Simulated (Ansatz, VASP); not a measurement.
**Two plane-wave programs on Ag**

The input INCAR:

```
ALGO = Normal
EDIFF = 1E-7
EDIFFG = -0.05
ENCUT = 500
GGA = PE
GGA_COMPAT = False
IBRION = 2
ISIF = 3
ISMEAR = 0
IVDW = 12
LASPH = True
LCHARG = False
LREAL = False
LWAVE = False
NELM = 120
NELMIN = 4
NSW = 80
PREC = Accurate
SIGMA = 0.1
```

The input KPOINTS:

```
k-points
0
Gamma
  8 8 8
```

Contents of POSCAR:

```
Ag
1.0
    0.0000000000      2.4482740324      2.4482740324
    2.4482740324      0.0000000000      2.4482740324
    2.4482740324      2.4482740324      0.0000000000
Ag
1
Direct
    0.0000000000      0.0000000000      0.0000000000
```

Input for Ansatz:

```yaml
crystal:
  lattice:
    - [0.0, 2.4482740324, 2.4482740324]
    - [2.4482740324, 0.0, 2.4482740324]
    - [2.4482740324, 2.4482740324, 0.0]
  atoms:
    - { symbol: Ag, position: [0.0, 0.0, 0.0] }
basis:
  ecutwfc: 420
kpoints:
  mp_grid: { grid: [8, 8, 8] }
hamiltonian:
  xc: pbe
  dispersion: d3bj
scf:
  occupations: { method: gaussian, width: 0.1 }
output:
  forces: true
  stress: true
  eigenvalues: true
relax:
  adjacent_minimum: "off"
  f_tol: 0.05
  max_steps: 60
  cell: { stress_tol: 0.5 }
```

Alike in both runs: task relaxation of cell and atoms; functional PBE; dispersion D3(BJ); k mesh 8 × 8 × 8; occupations gaussian, width 0.1 eV; no spin polarisation.

|  | VASP | Ansatz |
| --- | --- | --- |
| version | VASP 6.6.1 | Ansatz 0.2.0 |
| potentials or method | VASP PAW PBE potentials, release 64 (Ag), cutoff 500 eV | scalar-relativistic, plane waves, PAW |
| valence electrons in the cell | 11 | 19 |

```tsv
	VASP	Ansatz	Ansatz less VASP
gap on the k mesh at the Fermi level, each at its own relaxed structure (eV)	none	none	-
relaxed volume (Å³/atom)	16.96	17.01	+0.042
relaxed length of the cell vector where the two differ most in proportion (Å)	2.884	2.886	+0.0024
```

A gap of «none» marks a metal or a gap that the smearing closes. VASP's potentials hold 11 valence electrons a cell and Ansatz's 19, so a difference there can come from the potentials and not from the codes.

Noted on VASP's run: the volume moved by over 15 % at a fixed basis, so the end points are rough.
